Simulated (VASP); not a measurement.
# Ta2Si (I4/mcm) in VASP: single point with r2SCAN

Aim: the single point of Ta2Si with r2SCAN.

Program: VASP 6.6.1. These are calculated values, not measurements. Logs are shortened: lines on timing, memory, paths and dates and some standing lists are left out, and cuts for length are marked.

### 1 The cell of the first run

Symmetry: I4/mcm, No. 140, tetragonal system. The conventional cell has a = 6.176 Å, b = 6.176 Å, c = 5.047 Å, α = 90.00°, β = 90.00°, γ = 90.00°. Within 3.5 Å of Ta (site symmetry m2m) lie 4 Si at 2.63 Å and 11 Ta at 2.86 to 3.27 Å. Within 3.3 Å of Si (site symmetry 422) lie 2 Si at 2.52 Å and 8 Ta at 2.63 Å.

### 2 Single point, r2SCAN

The input, POSCAR:

```
Ta2Si
1.0
   -3.0877629443      3.0877629443      2.5236412193
    3.0877629443     -3.0877629443      2.5236412193
    3.0877629443      3.0877629443     -2.5236412193
Ta Si
4 2
Direct
    0.6635932100      0.8364067900      0.5000000000
    0.8364067900      0.3364067900      0.1728135800
    0.3364067900      0.1635932100      0.5000000000
    0.1635932100      0.6635932100      0.8271864200
    0.2500000000      0.2500000000      0.0000000000
    0.7500000000      0.7500000000      0.0000000000
```

The input, INCAR.step1:

```
SYSTEM = Ta2Si
ALGO     = Normal         ! electronic algorithm
EDIFF    = 1E-4           ! SCF threshold, eV
ENCUT    = 520            ! plane-wave cutoff, eV
GGA      = PE             ! functional
ISMEAR   = 0              ! smearing method
LASPH    = .True.         ! aspherical terms in the spheres
LCHARG   = .False.        ! write CHGCAR
LREAL    = .False.        ! projectors in reciprocal space
LUSENCCL = .False.      
LWAVE    = .True.         ! write WAVECAR
NBANDS   = 35             ! bands
NELM     = 60             ! most SCF steps
PREC     = Accurate       ! precision mode
SIGMA    = 0.1            ! smearing width, eV
```

The input, INCAR.step2:

```
SYSTEM = Ta2Si
ALGO     = Normal         ! electronic algorithm
EDIFF    = 1E-6           ! SCF threshold, eV
ENCUT    = 520            ! plane-wave cutoff, eV
ISIF     = 2              ! what is computed and relaxed
ISMEAR   = 0              ! smearing method
ISTART   = 1            
LASPH    = .True.         ! aspherical terms in the spheres
LCHARG   = .False.        ! write CHGCAR
LMIXTAU  = .True.       
LREAL    = .False.        ! projectors in reciprocal space
LUSENCCL = .False.      
LWAVE    = .False.        ! write WAVECAR
METAGGA  = R2SCAN         ! meta-GGA
NBANDS   = 35             ! bands
NELM     = 60             ! most SCF steps
PREC     = Accurate       ! precision mode
SIGMA    = 0.1            ! smearing width, eV
```

The input, KPOINTS:

```
k-points
0
Gamma
  10 10 10
  0 0 0
```

Potentials or basis: VASP PAW PBE potentials, release 64 (Ta_pv, Si).

On the command line:

```sh
$ cat potpaw_PBE.64/Ta_pv/POTCAR potpaw_PBE.64/Si/POTCAR > POTCAR
$ cp INCAR.step1 INCAR
$ mpirun -np 1 vasp_std > vasp.out
$ cp INCAR.step2 INCAR
$ mpirun -np 1 vasp_std > vasp.out
```

OUTCAR:

```text
SYSTEM = Ta2Si
   EDIFF = 1E-6
   ENCUT = 520
   ISIF = 2
   ISMEAR = 0
   ISTART = 1
   LASPH = .True.
   LREAL = .False.
   METAGGA = R2SCAN
   NELM = 60
   PREC = Accurate

 ion  position               nearest neighbor table
   1  0.664  0.836  0.500-   5 2.63   5 2.63   6 2.63   6 2.63   3 2.86   3 2.94   3 2.94   2 3.23
                             4 3.23   4 3.23   2 3.23   4 3.27   2 3.27   4 3.27   2 3.27
   2  0.836  0.336  0.173-   6 2.63   5 2.63   5 2.63   6 2.63   4 2.86   4 2.94   4 2.94   1 3.23
                             3 3.23   3 3.23   1 3.23   1 3.27   3 3.27   3 3.27   1 3.27
   3  0.336  0.164  0.500-   6 2.63   6 2.63   5 2.63   5 2.63   1 2.86   1 2.94   1 2.94   2 3.23
                             4 3.23   4 3.23   2 3.23   4 3.27   2 3.27   2 3.27   4 3.27
   4  0.164  0.664  0.827-   6 2.63   5 2.63   5 2.63   6 2.63   2 2.86   2 2.94   2 2.94   3 3.23
                             1 3.23   1 3.23   3 3.23   3 3.27   1 3.27   1 3.27   3 3.27
   5  0.250  0.250  0.000-   6 2.52   6 2.52   1 2.63   1 2.63   3 2.63   4 2.63   3 2.63   2 2.63
                             4 2.63   2 2.63
   6  0.750  0.750  0.000-   5 2.52   5 2.52   3 2.63   3 2.63   1 2.63   1 2.63   4 2.63   2 2.63
                             4 2.63   2 2.63

  LATTYP: Found a body centered tetragonal cell.
 ALAT       =     6.1755258886
 C/A-ratio  =     0.8173040693

  Lattice vectors:

 A1 = (  -3.0877629443,   3.0877629443,   2.5236412193)
 A2 = (   3.0877629443,  -3.0877629443,   2.5236412193)
 A3 = (   3.0877629443,   3.0877629443,  -2.5236412193)

Analysis of symmetry for initial positions (statically):
=====================================================================
 Subroutine PRICEL returns:
 Original cell was already a primitive cell.

 Routine SETGRP: Setting up the symmetry group for a
 body centered tetragonal supercell.

 Subroutine GETGRP returns: Found 16 space group operations
 (whereof  8 operations were pure point group operations)
 out of a pool of 16 trial point group operations.

The static configuration has the point symmetry C_4h.
 The point group associated with its full space group is D_4h.

Analysis of symmetry for dynamics (positions and initial velocities):
=====================================================================
 Subroutine PRICEL returns:
 Original cell was already a primitive cell.

 Routine SETGRP: Setting up the symmetry group for a
 body centered tetragonal supercell.

 Subroutine GETGRP returns: Found 16 space group operations
 (whereof  8 operations were pure point group operations)
 out of a pool of 16 trial point group operations.

The dynamic configuration has the point symmetry C_4h.
 The point group associated with its full space group is D_4h.

 Subroutine INISYM returns: Found 16 space group operations
 (whereof  8 operations are pure point group operations),
 and found     1 'primitive' translations

----------------------------------------------------------------------------------------

                                     Primitive cell

  volume of cell :      96.2444

  direct lattice vectors                    reciprocal lattice vectors
    -3.087762944  3.087762944  2.523641219     0.000000000  0.161929529  0.198126420
     3.087762944 -3.087762944  2.523641219     0.161929529  0.000000000  0.198126420
     3.087762944  3.087762944 -2.523641219     0.161929529  0.161929529  0.000000000

  length of vectors
     5.043542902  5.043542902  5.043542902     0.255881322  0.255881322  0.229002936

  position of ions in fractional coordinates (direct lattice)
     0.663593210  0.836406790  0.500000000
     0.836406790  0.336406790  0.172813580
     0.336406790  0.163593210  0.500000000
     0.163593210  0.663593210  0.827186420
     0.250000000  0.250000000  0.000000000
     0.750000000  0.750000000  0.000000000

  ion indices of the primitive-cell ions
   primitive index   ion index
                 1           1
                 2           2
                 3           3
                 4           4
                 5           5
                 6           6

----------------------------------------------------------------------------------------

 KPOINTS: k-points

Automatic generation of k-mesh.
 Grid dimensions read from file:
 generate k-points for:   10   10   10

 Generating k-lattice:

  Cartesian coordinates                     Fractional coordinates (reciprocal lattice)
     0.000000000  0.016192953  0.019812642     0.100000000  0.000000000 -0.000000000
     0.016192953  0.000000000  0.019812642     0.000000000  0.100000000 -0.000000000
     0.016192953  0.016192953  0.000000000     0.000000000  0.000000000  0.100000000

  Length of vectors
     0.025588132  0.025588132  0.022900294

  Shift w.r.t. Gamma in fractional coordinates (k-lattice)
     0.000000000  0.000000000  0.000000000

 Subroutine IBZKPT returns following result:
 ===========================================

 Found    102 irreducible k-points:

 Following reciprocal coordinates:
            Coordinates               Weight
  0.000000  0.000000  0.000000      1.000000
  0.100000  0.000000  0.000000      8.000000
  0.200000  0.000000  0.000000      8.000000
  0.300000  0.000000  0.000000      8.000000
  0.400000  0.000000  0.000000      8.000000
  0.500000  0.000000  0.000000      4.000000
[... 16 lines left out ...]
  0.300000  0.300000  0.000000      8.000000
  0.400000  0.300000  0.000000     16.000000
 [... further k-points ...]
   k-points           NKPTS =    102   k-points in BZ     NKDIM =    102   number of bands    NBANDS=     35
   number of dos      NEDOS =    301   number of ions     NIONS =      6
   total plane-waves  NPLWV =  64000
   dimension x,y,z NGX =    40 NGY =   40 NGZ =   40
   dimension x,y,z NGXF=    80 NGYF=   80 NGZF=   80
   ions per type =               4   2
   NGX,Y,Z   is equivalent  to a cutoff of  13.18, 13.18, 13.18 a.u.
   NGXF,Y,Z  is equivalent  to a cutoff of  26.37, 26.37, 26.37 a.u.
 SYSTEM =  Ta2Si
   PREC   = accura    normal or accurate (medium, high low for compatibility)
   ISTART =      1    job   : 0-new  1-cont  2-samecut
   ICHARG =      0    charge: 1-file 2-atom 10-const
   ISPIN  =      1    spin polarized calculation?
   LNONCOLLINEAR =      F non collinear calculations
   LSORBIT =      F    spin-orbit coupling
   LASPH  =      T    aspherical Exc in radial PAW
   ENCUT  =  520.0 eV  38.22 Ry    6.18 a.u.   9.38  9.38  9.38*2*pi/ulx,y,z
   NELM   =     60;   NELMIN=  2; NELMDL=  0     # of ELM steps
   EDIFF  = 0.1E-05   stopping-criterion for ELM
   LREAL  =      F    real-space projection
   EDIFFG = 0.1E-04   stopping-criterion for IOM
   NSW    =      0    number of steps for IOM
   IBRION =     -1    ionic relax: 0-MD 1-quasi-New 2-CG
   NFREE  =      0    steps in history (QN), initial steepest desc. (CG)
   ISIF   =      2    stress and relaxation
   ISYM   =      2    0-nonsym 1-usesym 2-fastsym
   POTIM  = 0.5000    time-step for ionic-motion
   TEBEG  =    0.0;   TEEND  =   0.0 temperature during run
   PSTRESS=    0.0 pullay stress
   NELECT =      52.0000    total number of electrons
   NUPDOWN=      -1.0000    fix difference up-down
   EMIN   =  10.00;   EMAX   =-10.00  energy-range for DOS
   EFERMI =   0.00;   METHOD = LEGACY
   ISMEAR =     0;   SIGMA  =   0.10  broadening in eV -4-tet -1-fermi 0-gaus
   EFERMI_NEDOS =   21; number of points for ismear=-14 and -15
   IALGO  =     38    algorithm
   IMIX   =      4    mixing-type and parameters
     AMIX     =   0.40;   BMIX     =  1.00
     AMIX_MAG =   1.60;   BMIX_MAG =  1.00
  volume/ion in A,a.u.               =      16.04       108.25
  Fermi-wavevector in a.u.,A,eV,Ry     =   1.333370  2.519705 24.189476  1.777876
  Thomas-Fermi vector in A             =   2.462234
   LORBIT       =      0    0 simple, 1 ext, 2 COOP (PROOUT), +10 PAW based schemes
   METAGGA = R2SCAN    functional components
   LHFCALC =     F    Hartree Fock is set to
   AEXX    =    0.0000 exact exchange contribution
   IVDW    =     0    specifies the selected vdW correction
   LEPSILON=     F    determine dielectric tensor
   LRPA    =     F    only Hartree local field effects (RPA)
 non-spin polarized calculation
 Gauss-broadening in eV      SIGMA  =   0.10
  energy-cutoff  :      520.00
  volume of cell :       96.24
 maximum number of plane-waves:      2618
 NGX is ok and might be reduce to    40
   NGX = 19   NGY = 19   NGZ = 19

 number of electron      52.0000001 magnetization

 Free energy of the ion-electron system (eV)
  ---------------------------------------------------
  ext. energy  EPLUGINS =         0.00000000
  ---------------------------------------------------
  free energy    TOTEN  =      -215.48991524 eV

  energy without entropy =     -215.47493932  energy(sigma->0) =     -215.48242728

 E-fermi :   7.4891     XC(G=0): -13.4856

 val. band max:        7.4876720261   @ k =  -0.2000   0.2000   0.2000
 cond. band min:       7.4899769468   @ k =  -0.3000  -0.4000   0.3000
 fundamental gap:      0.0023049207
 Fermi energy:         7.4891487959

 k-point     1 :       0.0000    0.0000    0.0000
  band No.  band energies     occupation
      1     -28.3140      2.00000
      2     -28.3140      2.00000
      3     -28.3077      2.00000
      4     -28.2597      2.00000
      5     -28.2597      2.00000
      6     -28.2197      2.00000
[... 27 lines left out ...]
     34      12.0692      0.00000
     35      13.4590      0.00000

 k-point     2 :       0.1000    0.0000    0.0000
  band No.  band energies     occupation
      1     -28.3433      2.00000
      2     -28.3403      2.00000
      3     -28.3106      2.00000
      4     -28.2331      2.00000
      5     -28.2294      2.00000
      6     -28.2131      2.00000
[... 27 lines left out ...]
     34      11.8198      0.00000
     35      13.0778      0.00000
[... 796 lines left out ...]
     34      11.2775      0.00000
     35      12.1881      0.00000

 k-point    24 :       0.4000    0.3000    0.0000
  band No.  band energies     occupation
      1     -28.4159      2.00000
      2     -28.3422      2.00000
      3     -28.3238      2.00000
      4     -28.2429      2.00000
      5     -28.2074      2.00000
      6     -28.1400      2.00000
[... 27 lines left out ...]
     34      11.5136      0.00000
     35      11.9663      0.00000

 [... further k-points ...]

------------------------ aborting loop because EDIFF is reached ----------------------------------------

  FORCE on cell =-STRESS in cart. coord.  units (eV):
  Direction    XX          YY          ZZ          XY          YZ          ZX
  --------------------------------------------------------------------------------------
  -------------------------------------------------------------------------------------
  Total       -0.0625881     -0.0625881      0.1257027      0.0000000      0.0000000      0.0000000
  in kB       -1.0419014     -1.0419014      2.0925678      0.0000000      0.0000000      0.0000000
  external PRESSURE =       0.0029217 kB  Pullay stress =       0.0000000 kB

 VOLUME and BASIS-vectors are now :
 -----------------------------------------------------------------------------
  energy-cutoff  :      520.00
  volume of cell :       96.24
      direct lattice vectors                 reciprocal lattice vectors
    -3.087762944  3.087762944  2.523641219     0.000000000  0.161929529  0.198126420
     3.087762944 -3.087762944  2.523641219     0.161929529  0.000000000  0.198126420
     3.087762944  3.087762944 -2.523641219     0.161929529  0.161929529  0.000000000

 POSITION                                       TOTAL-FORCE (eV/Angst)
 -----------------------------------------------------------------------------------
      2.07749      1.01027      2.52364        -0.001489      0.001489      0.000000
     -1.01027      2.07749      2.52364        -0.001489     -0.001489      0.000000
      1.01027      2.07749      0.00000         0.001489     -0.001489      0.000000
      4.09804      1.01027      0.00000         0.001489      0.001489     -0.000000
      0.00000      0.00000      1.26182         0.000000     -0.000000      0.000000
      0.00000      0.00000      3.78546         0.000000      0.000000      0.000000
 -----------------------------------------------------------------------------------
    total drift:                               -0.000000     -0.000000     -0.000000

  FREE ENERGIE OF THE ION-ELECTRON SYSTEM (eV)
  ---------------------------------------------------
  free  energy   TOTEN  =      -215.4899152443 eV

  energy  without entropy=     -215.4749393153  energy(sigma->0) =     -215.48242728
```

It took 8.8 min on 1 × NVIDIA H100 80GB with 1 thread of AMD EPYC 7R13 (Zen 3), shared host; peak memory 1.4 GiB.

What came out:

* Free energy: -215.4899 eV
* Pressure: 0.0 GPa
* Band gap on the k mesh: zero (bands 26 and 27 overlap by 0.81 eV)

Forces on the atoms (eV/Å):
```
Ta  -0.001  0.001  0.000
Ta  -0.001 -0.001  0.000
Ta   0.001 -0.001  0.000
Ta   0.001  0.001  0.000
Si   0.000  0.000  0.000
Si   0.000  0.000  0.000
```

Stress tensor (GPa, compression positive):
```
-0.10  0.00  0.00
 0.00 -0.10  0.00
 0.00  0.00  0.21
```

Levels at points of the mesh, in eV from the Fermi level:
```csv
k point,band 22,band 23,band 24,band 25,band 26,band 27,band 28,band 29,band 30,band 31
"(0.00, 0.00, 0.00)",-2.71,-2.65,-2.20,0.22,0.29,1.01,1.45,1.45,1.68,1.68
"(0.50, 0.00, 0.00)",-2.16,-2.07,-2.07,-1.20,-1.20,0.77,0.77,2.03,2.03,2.95
"(0.50, 0.50, 0.00)",-2.34,-2.11,-1.63,-0.14,0.02,0.12,0.68,1.44,1.93,3.43
"(0.50, 0.50, 0.50)",-1.53,-1.11,-1.11,-1.09,-1.09,-0.21,0.35,0.80,0.80,2.95
```

Caveat: the PAW data sets were made with another functional, which shifts forces and pressure a little; spin-orbit coupling is left out, which moves the levels of the heavy elements.
